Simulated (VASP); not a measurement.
# TiSi (F-43m) in VASP: single point with r2SCAN

Aim: the single point of TiSi with r2SCAN.

Program: VASP 6.6.1. These are calculated values, not measurements. Logs are shortened: lines on timing, memory, paths and dates and some standing lists are left out, and cuts for length are marked.

## (1) The cell of the first run

Symmetry: F-43m, No. 216, cubic system. The conventional cell has a = 5.791 Å, b = 5.791 Å, c = 5.791 Å, α = 90.00°, β = 90.00°, γ = 90.00°. Ti (site symmetry -43m) has 4 Si at 2.51 Å within 3.3 Å. Within 3.3 Å of Si (site symmetry -43m) lie 4 Ti at 2.51 Å.

## (2) Single point, r2SCAN, collinear spin, ferromagnetic start

Input file POSCAR:

```
TiSi
1.0
    0.0000000000      2.8956929282      2.8956929282
    2.8956929282      0.0000000000      2.8956929282
    2.8956929282      2.8956929282      0.0000000000
Ti Si
1 1
Direct
    0.0000000000      0.0000000000      0.0000000000
    0.2500000000      0.2500000000      0.2500000000
```

Input file INCAR.step1:

```
PREC = Accurate ; ENCUT = 520
ISMEAR = 0 ; SIGMA = 0.01
LREAL = False ; LASPH = True
NELM = 150 ; ISPIN = 2
MAGMOM = 2.5 0 ; LMAXMIX = 4
NBANDS = 19 ; GGA = PE
ALGO = Normal ; EDIFF = 1E-4
LWAVE = True ; LCHARG = False
```

Input file INCAR.step2:

```
PREC = Accurate ; ENCUT = 520
EDIFF = 1E-7 ; ISMEAR = 0
SIGMA = 0.01 ; LREAL = False
LASPH = True ; NELM = 150
ALGO = Normal ; ISIF = 2
LWAVE = False ; LCHARG = False
ISPIN = 2 ; MAGMOM = 2.5 0
LORBIT = 11 ; LMAXMIX = 4
METAGGA = R2SCAN ; LMIXTAU = True
NBANDS = 19 ; ISTART = 1
```

Input file KPOINTS:

```
regular mesh
0
Gamma
  10 10 10
```

Potentials or basis: VASP PAW PBE potentials, release 64 (Ti_sv, Si).

Started as:

```
cat potpaw_PBE.64/Ti_sv/POTCAR potpaw_PBE.64/Si/POTCAR > POTCAR
cp INCAR.step1 INCAR
mpirun -np 1 vasp_std > vasp.out
cp INCAR.step2 INCAR
mpirun -np 1 vasp_std > vasp.out
```

OUTCAR:

```text
PREC = Accurate
   ENCUT = 520
   EDIFF = 1E-7
   ISMEAR = 0
   LREAL = False
   LASPH = True
   NELM = 150
   ISIF = 2
   ISPIN = 2
   LORBIT = 11
   METAGGA = R2SCAN
   ISTART = 1

 ion  position               nearest neighbor table
   1  0.000  0.000  0.000-   2 2.51   2 2.51   2 2.51   2 2.51
   2  0.250  0.250  0.250-   1 2.51   1 2.51   1 2.51   1 2.51

  LATTYP: Found a face centered cubic cell.
 ALAT       =     5.7913858564

  Lattice vectors:

 A1 = (   0.0000000000,   2.8956929282,   2.8956929282)
 A2 = (   2.8956929282,   0.0000000000,   2.8956929282)
 A3 = (   2.8956929282,   2.8956929282,   0.0000000000)

Analysis of symmetry for initial positions (statically):
=====================================================================
 Subroutine PRICEL returns:
 Original cell was already a primitive cell.

 Routine SETGRP: Setting up the symmetry group for a
 face centered cubic supercell.

 Subroutine GETGRP returns: Found 24 space group operations
 (whereof 24 operations were pure point group operations)
 out of a pool of 48 trial point group operations.

The static configuration has the point symmetry T_d .

Analysis of symmetry for dynamics (positions and initial velocities):
=====================================================================
 Subroutine PRICEL returns:
 Original cell was already a primitive cell.

 Routine SETGRP: Setting up the symmetry group for a
 face centered cubic supercell.

 Subroutine GETGRP returns: Found 24 space group operations
 (whereof 24 operations were pure point group operations)
 out of a pool of 48 trial point group operations.

The dynamic configuration has the point symmetry T_d .

Analysis of structural, dynamic, and magnetic symmetry:
=====================================================================
 Subroutine PRICEL returns:
 Original cell was already a primitive cell.

 Routine SETGRP: Setting up the symmetry group for a
 face centered cubic supercell.

 Subroutine GETGRP returns: Found 24 space group operations
 (whereof 24 operations were pure point group operations)
 out of a pool of 48 trial point group operations.

The overall configuration has the point symmetry T_d .

 Subroutine INISYM returns: Found 24 space group operations
 (whereof 24 operations are pure point group operations),
 and found     1 'primitive' translations

----------------------------------------------------------------------------------------

                                     Primitive cell

  volume of cell :      48.5610

  direct lattice vectors                    reciprocal lattice vectors
     0.000000000  2.895692928  2.895692928    -0.172670242  0.172670242  0.172670242
     2.895692928  0.000000000  2.895692928     0.172670242 -0.172670242  0.172670242
     2.895692928  2.895692928  0.000000000     0.172670242  0.172670242 -0.172670242

  length of vectors
     4.095128212  4.095128212  4.095128212     0.299073633  0.299073633  0.299073633

  position of ions in fractional coordinates (direct lattice)
     0.000000000  0.000000000  0.000000000
     0.250000000  0.250000000  0.250000000

  ion indices of the primitive-cell ions
   primitive index   ion index
                 1           1
                 2           2

----------------------------------------------------------------------------------------

 KPOINTS: regular mesh

Automatic generation of k-mesh.
 Grid dimensions read from file:
 generate k-points for:   10   10   10

 Generating k-lattice:

  Cartesian coordinates                     Fractional coordinates (reciprocal lattice)
    -0.017267024  0.017267024  0.017267024     0.100000000  0.000000000  0.000000000
     0.017267024 -0.017267024  0.017267024     0.000000000  0.100000000  0.000000000
     0.017267024  0.017267024 -0.017267024     0.000000000  0.000000000  0.100000000

  Length of vectors
     0.029907363  0.029907363  0.029907363

  Shift w.r.t. Gamma in fractional coordinates (k-lattice)
     0.000000000  0.000000000  0.000000000

 Subroutine IBZKPT returns following result:
 ===========================================

 Found     47 irreducible k-points:

 Following reciprocal coordinates:
            Coordinates               Weight
  0.000000  0.000000  0.000000      1.000000
  0.100000  0.000000  0.000000      8.000000
  0.200000  0.000000  0.000000      8.000000
  0.300000  0.000000  0.000000      8.000000
  0.400000  0.000000  0.000000      8.000000
  0.500000  0.000000  0.000000      4.000000
[... 16 lines left out ...]
  0.300000  0.300000  0.000000      6.000000
  0.400000  0.300000  0.000000     24.000000
 [... further k-points ...]
   k-points           NKPTS =     47   k-points in BZ     NKDIM =     47   number of bands    NBANDS=     19
   number of dos      NEDOS =    301   number of ions     NIONS =      2
   total plane-waves  NPLWV =  27000
   dimension x,y,z NGX =    30 NGY =   30 NGZ =   30
   dimension x,y,z NGXF=    60 NGYF=   60 NGZF=   60
   ions per type =               1   1
   NGX,Y,Z   is equivalent  to a cutoff of  12.18, 12.18, 12.18 a.u.
   NGXF,Y,Z  is equivalent  to a cutoff of  24.36, 24.36, 24.36 a.u.
 SYSTEM =  unknown system
   PREC   = accura    normal or accurate (medium, high low for compatibility)
   ISTART =      1    job   : 0-new  1-cont  2-samecut
   ICHARG =      0    charge: 1-file 2-atom 10-const
   ISPIN  =      2    spin polarized calculation?
   LNONCOLLINEAR =      F non collinear calculations
   LSORBIT =      F    spin-orbit coupling
   LASPH  =      T    aspherical Exc in radial PAW
   ENCUT  =  520.0 eV  38.22 Ry    6.18 a.u.   7.61  7.61  7.61*2*pi/ulx,y,z
   NELM   =    150;   NELMIN=  2; NELMDL=  0     # of ELM steps
   EDIFF  = 0.1E-06   stopping-criterion for ELM
   LREAL  =      F    real-space projection
   EDIFFG = 0.1E-05   stopping-criterion for IOM
   NSW    =      0    number of steps for IOM
   IBRION =     -1    ionic relax: 0-MD 1-quasi-New 2-CG
   NFREE  =      0    steps in history (QN), initial steepest desc. (CG)
   ISIF   =      2    stress and relaxation
   ISYM   =      2    0-nonsym 1-usesym 2-fastsym
   POTIM  = 0.5000    time-step for ionic-motion
   TEBEG  =    0.0;   TEEND  =   0.0 temperature during run
   PSTRESS=    0.0 pullay stress
   NELECT =      16.0000    total number of electrons
   NUPDOWN=      -1.0000    fix difference up-down
   EMIN   =  10.00;   EMAX   =-10.00  energy-range for DOS
   EFERMI =   0.00;   METHOD = LEGACY
   ISMEAR =     0;   SIGMA  =   0.01  broadening in eV -4-tet -1-fermi 0-gaus
   EFERMI_NEDOS =   21; number of points for ismear=-14 and -15
   IALGO  =     38    algorithm
   IMIX   =      4    mixing-type and parameters
     AMIX     =   0.40;   BMIX     =  1.00
     AMIX_MAG =   1.60;   BMIX_MAG =  1.00
  volume/ion in A,a.u.               =      24.28       163.85
  Fermi-wavevector in a.u.,A,eV,Ry     =   1.130713  2.136737 17.395205  1.278512
  Thomas-Fermi vector in A             =   2.267410
   LORBIT       =     11    0 simple, 1 ext, 2 COOP (PROOUT), +10 PAW based schemes
   METAGGA = R2SCAN    functional components
   LHFCALC =     F    Hartree Fock is set to
   AEXX    =    0.0000 exact exchange contribution
   IVDW    =     0    specifies the selected vdW correction
   LEPSILON=     F    determine dielectric tensor
   LRPA    =     F    only Hartree local field effects (RPA)
 spin polarized calculation
 Gauss-broadening in eV      SIGMA  =   0.01
  energy-cutoff  :      520.00
  volume of cell :       48.56
 maximum number of plane-waves:      1326
   NGX = 15   NGY = 15   NGZ = 15

 number of electron      15.9999995 magnetization      -0.0000000

 number of electron      15.9999995 magnetization       0.0000000

 Free energy of the ion-electron system (eV)
  ---------------------------------------------------
  ext. energy  EPLUGINS =         0.00000000
  ---------------------------------------------------
  free energy    TOTEN  =       -20.59425841 eV

  energy without entropy =      -20.59425841  energy(sigma->0) =      -20.59425841

 E-fermi :   3.9126     XC(G=0):  -9.6411

 val. band max:        3.7849704877   @ k =   0.5000   0.5000   0.0000
 cond. band min:       4.1284276630   @ k =  -0.3000   0.5000   0.2000
 fundamental gap:      0.3434571752
 Fermi energy:         3.9126368068

 spin component 1

 k-point     1 :       0.0000    0.0000    0.0000
  band No.  band energies     occupation
      1     -55.3482      1.00000
      2     -30.5526      1.00000
      3     -30.5526      1.00000
      4     -30.5525      1.00000
      5      -4.3591      1.00000
      6       2.8421      1.00000
[... 11 lines left out ...]
     18      16.7856      0.00000
     19      16.7856      0.00000

 k-point     2 :       0.1000    0.0000    0.0000
  band No.  band energies     occupation
      1     -55.3481      1.00000
      2     -30.5547      1.00000
      3     -30.5529      1.00000
      4     -30.5529      1.00000
      5      -4.2491      1.00000
      6       2.7057      1.00000
[... 11 lines left out ...]
     18      16.0799      0.00000
     19      16.0799      0.00000

 k-point     3 :       0.2000    0.0000    0.0000
  band No.  band energies     occupation
      1     -55.3478      1.00000
      2     -30.5603      1.00000
      3     -30.5538      1.00000
      4     -30.5538      1.00000
      5      -3.9378      1.00000
      6       2.3510      1.00000
[... 434 lines left out ...]
      1     -55.3471      1.00000
      2     -30.5669      1.00000
      3     -30.5581      1.00000
      4     -30.5581      1.00000
      5      -3.1913      1.00000
      6       1.7904      1.00000
[... 11 lines left out ...]
     18      15.8902      0.00000
     19      16.5106      0.00000

 k-point    24 :       0.4000    0.3000    0.0000
  band No.  band energies     occupation
      1     -55.3468      1.00000
      2     -30.5701      1.00000
      3     -30.5597      1.00000
      4     -30.5591      1.00000
      5      -2.8409      1.00000
      6       1.6002      1.00000
[... 11 lines left out ...]
     18      17.1741      0.00000
     19      17.2811      0.00000

 [... further k-points ...]

 spin component 2

 k-point     1 :       0.0000    0.0000    0.0000
  band No.  band energies     occupation
      1     -55.3482      1.00000
      2     -30.5526      1.00000
      3     -30.5526      1.00000
      4     -30.5525      1.00000
      5      -4.3591      1.00000
      6       2.8421      1.00000
[... 11 lines left out ...]
     18      16.7856      0.00000
     19      16.7856      0.00000

 k-point     2 :       0.1000    0.0000    0.0000
  band No.  band energies     occupation
      1     -55.3481      1.00000
      2     -30.5547      1.00000
      3     -30.5529      1.00000
      4     -30.5529      1.00000
      5      -4.2491      1.00000
      6       2.7057      1.00000
[... 11 lines left out ...]
     18      16.0799      0.00000
     19      16.0799      0.00000

 k-point     3 :       0.2000    0.0000    0.0000
  band No.  band energies     occupation
      1     -55.3478      1.00000
      2     -30.5603      1.00000
      3     -30.5538      1.00000
      4     -30.5538      1.00000
      5      -3.9378      1.00000
      6       2.3510      1.00000
[... 434 lines left out ...]
      1     -55.3471      1.00000
      2     -30.5669      1.00000
      3     -30.5581      1.00000
      4     -30.5581      1.00000
      5      -3.1913      1.00000
      6       1.7904      1.00000
[... 11 lines left out ...]
     18      15.8902      0.00000
     19      16.5106      0.00000

 k-point    24 :       0.4000    0.3000    0.0000
  band No.  band energies     occupation
      1     -55.3468      1.00000
      2     -30.5701      1.00000
      3     -30.5597      1.00000
      4     -30.5591      1.00000
      5      -2.8409      1.00000
      6       1.6002      1.00000
[... 11 lines left out ...]
     18      17.1741      0.00000
     19      17.2811      0.00000

 [... further k-points ...]

------------------------ aborting loop because EDIFF is reached ----------------------------------------

  FORCE on cell =-STRESS in cart. coord.  units (eV):
  Direction    XX          YY          ZZ          XY          YZ          ZX
  --------------------------------------------------------------------------------------
  -------------------------------------------------------------------------------------
  Total        0.0439968      0.0439968      0.0439968      0.0000000      0.0000000     -0.0000000
  in kB        1.4515902      1.4515902      1.4515902      0.0000000      0.0000000     -0.0000000
  external PRESSURE =       1.4515902 kB  Pullay stress =       0.0000000 kB

 VOLUME and BASIS-vectors are now :
 -----------------------------------------------------------------------------
  energy-cutoff  :      520.00
  volume of cell :       48.56
      direct lattice vectors                 reciprocal lattice vectors
     0.000000000  2.895692928  2.895692928    -0.172670242  0.172670242  0.172670242
     2.895692928  0.000000000  2.895692928     0.172670242 -0.172670242  0.172670242
     2.895692928  2.895692928  0.000000000     0.172670242  0.172670242 -0.172670242

 POSITION                                       TOTAL-FORCE (eV/Angst)
 -----------------------------------------------------------------------------------
      0.00000      0.00000      0.00000        -0.000000     -0.000000     -0.000000
      1.44785      1.44785      1.44785         0.000000      0.000000      0.000000
 -----------------------------------------------------------------------------------
    total drift:                                0.000001      0.000001      0.000001

  FREE ENERGIE OF THE ION-ELECTRON SYSTEM (eV)
  ---------------------------------------------------
  free  energy   TOTEN  =       -20.5942584072 eV

  energy  without entropy=      -20.5942584072  energy(sigma->0) =      -20.59425841

 total charge

# of ion       s       p       d       tot
------------------------------------------
    1        2.200   6.099   1.833  10.132
    2        0.808   1.001   0.000   1.809
--------------------------------------------------
tot          3.008   7.101   1.833  11.941

 magnetization (x)

# of ion       s       p       d       tot
------------------------------------------
    1        0.000   0.000  -0.000   0.000
    2        0.000   0.000   0.000   0.000
--------------------------------------------------
tot          0.000   0.000  -0.000   0.000
```

Run time: 8.9 min. Hardware: 1 thread of AMD EPYC 7R43 (Zen 3), shared host; peak memory 0.21 GiB.

What came out:

```yaml
Free_energy: -20.5943 eV
Pressure: 0.1 GPa
Band_gap_on_the_k_mesh: 0.34 eV, indirect (least direct gap 0.37 eV)
Net_moment: 0.00 μB per cell
Valence_electrons_inside_the_program's_atomic_spheres: Ti 10.13; Si 1.81
```

Levels at points of the mesh, in eV from the valence-band top:
Spin up:
| k point | band 6 | band 7 | band 8 | band 9 | band 10 | band 11 |
| --- | --- | --- | --- | --- | --- | --- |
| (0.00, 0.00, 0.00) | -0.94 | -0.94 | -0.94 | 1.46 | 1.46 | 6.43 |
| (0.50, 0.00, 0.00) | -2.52 | -0.63 | -0.63 | 1.65 | 1.65 | 1.71 |
| (0.50, 0.50, 0.00) | -2.56 | 0.00 | 0.00 | 0.37 | 2.03 | 2.04 |
Spin down:
```csv
k point,band 4,band 5,band 6,band 7,band 8,band 9,band 10,band 11,band 12,band 13
"(0.00, 0.00, 0.00)",-34.34,-8.14,-0.94,-0.94,-0.94,1.46,1.46,6.43,6.54,6.54
"(0.50, 0.00, 0.00)",-34.34,-6.63,-2.52,-0.63,-0.63,1.65,1.65,1.71,4.47,4.47
"(0.50, 0.50, 0.00)",-34.35,-6.09,-2.56,0.00,0.00,0.37,2.03,2.04,2.37,2.37
```

Caveat: the PAW data sets were made with another functional, which shifts forces and pressure a little.
